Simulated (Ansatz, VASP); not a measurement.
# One calculation of HfO2, two programs

```
Hf O
1.0
     4.88070    0.00000    0.00000
     0.00000    4.88070    0.00000
     0.00000    0.00000    3.23751
Hf O
2 4
Direct
  0.00000 0.00000 0.00000
  0.50000 0.50000 0.50000
  0.19482 0.80518 0.50000
  0.30518 0.30518 0.00000
  0.69482 0.69482 0.00000
  0.80518 0.19482 0.50000
```

Alike in both runs: functional PBE; k mesh 6 × 6 × 8; no spin polarisation.

Ansatz relaxed the structure, and its values are those at the end. VASP's run is a single point on that final structure, the one shown.

```csv
,VASP,Ansatz
version,VASP 6.6.1,Ansatz 0.2.0
potentials or method,"VASP PAW PBE potentials, release 64 (Hf_pv, O), cutoff 520 eV","scalar-relativistic, plane waves, PAW"
occupations,"gaussian, width 0.01 eV",fixed
valence electrons in the cell,44,76
```

```csv
,VASP,Ansatz,Ansatz less VASP
gap on the k mesh at the Fermi level (eV),3.84,3.90,+0.059
pressure (GPa),-2.7,0.0,+2.75
rms of the force components (eV/Å),0.024,0.001,-0.0235
```

VASP's potentials hold 44 valence electrons a cell and Ansatz's 76, so a difference there can come from the potentials and not from the codes. Ansatz's warnings: stress scf threshold loose.

Neither program's run includes spin-orbit coupling.
